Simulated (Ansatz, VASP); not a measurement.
# Two plane-wave programs on Mg2C

Contents of INCAR:

```
SYSTEM = Mg2C
ALGO     = Normal         ! electronic algorithm
EDIFF    = 1E-6           ! SCF threshold, eV
ENCUT    = 520            ! plane-wave cutoff, eV
GGA      = PE             ! functional
ISIF     = 2              ! what is computed and relaxed
ISMEAR   = 0              ! smearing method
ISPIN    = 2              ! spin polarisation
LASPH    = .True.         ! aspherical terms in the spheres
LCHARG   = .False.        ! write CHGCAR
LORBIT   = 11             ! projections on sites
LREAL    = .False.        ! projectors in reciprocal space
LWAVE    = .False.        ! write WAVECAR
MAGMOM   = 0 0 1          ! initial moments
NBANDS   = 15             ! bands
NELM     = 150            ! most SCF steps
PREC     = Accurate       ! precision mode
SIGMA    = 0.1            ! smearing width, eV
```

File KPOINTS:

```
k-points
0
Gamma
  6 6 6
  0 0 0
```

POSCAR

```
Mg2C
1.0
   -2.1174829098      2.1174829098      3.0690716903
    2.1174829098     -2.1174829098      3.0690716903
    2.1174829098      2.1174829098     -3.0690716903
Mg C
2 1
Direct
    0.5000000000      0.0000000000      0.5000000000
    0.0000000000      0.5000000000      0.5000000000
    0.5000000000      0.5000000000      0.0000000000
```

Input for Ansatz:

```yaml
crystal:
  lattice:
    - [-2.1174829098, 2.1174829098, 3.0690716903]
    - [2.1174829098, -2.1174829098, 3.0690716903]
    - [2.1174829098, 2.1174829098, -3.0690716903]
  atoms:
    - { symbol: Mg, position: [0.5, 0.0, 0.5] }
    - { symbol: Mg, position: [0.0, 0.5, 0.5] }
    - { symbol: C, position: [0.5, 0.5, 0.0], spin: 1.0 }
basis:
  ecutwfc: 420
kpoints:
  mp_grid: { grid: [6, 6, 6] }
hamiltonian:
  xc: pbe
scf:
  occupations: { method: gaussian, width: 0.1 }
  lower_state_search: "off"
output:
  forces: true
  stress: true
  eigenvalues: true
  populations: true
magnetization:
  spin_polarized: true
```

Alike in both runs: task single point; functional PBE; k mesh 6 × 6 × 6; occupations gaussian, width 0.1 eV; collinear spin.

|  | VASP | Ansatz |
| --- | --- | --- |
| version | VASP 6.6.1 | Ansatz 0.2.0 |
| potentials or method | VASP PAW PBE potentials, release 64 (Mg, C), cutoff 520 eV | scalar-relativistic, plane waves, PAW |
| valence electrons in the cell | 8 | 24 |

```csv
,VASP,Ansatz,Ansatz less VASP
gap on the k mesh at the Fermi level (eV),none,none,-
pressure (GPa),0.0,0.0,+0.04
"traceless stress, the component that is largest in VASP (GPa)",0.03,0.05,+0.023
net moment per atom (μB),0.00,0.00,0.000
```

A gap of «none» marks a metal or a gap that the smearing closes. VASP's potentials hold 8 valence electrons a cell and Ansatz's 24, so a difference there can come from the potentials and not from the codes. Ansatz's warnings: seeded moment not kept.
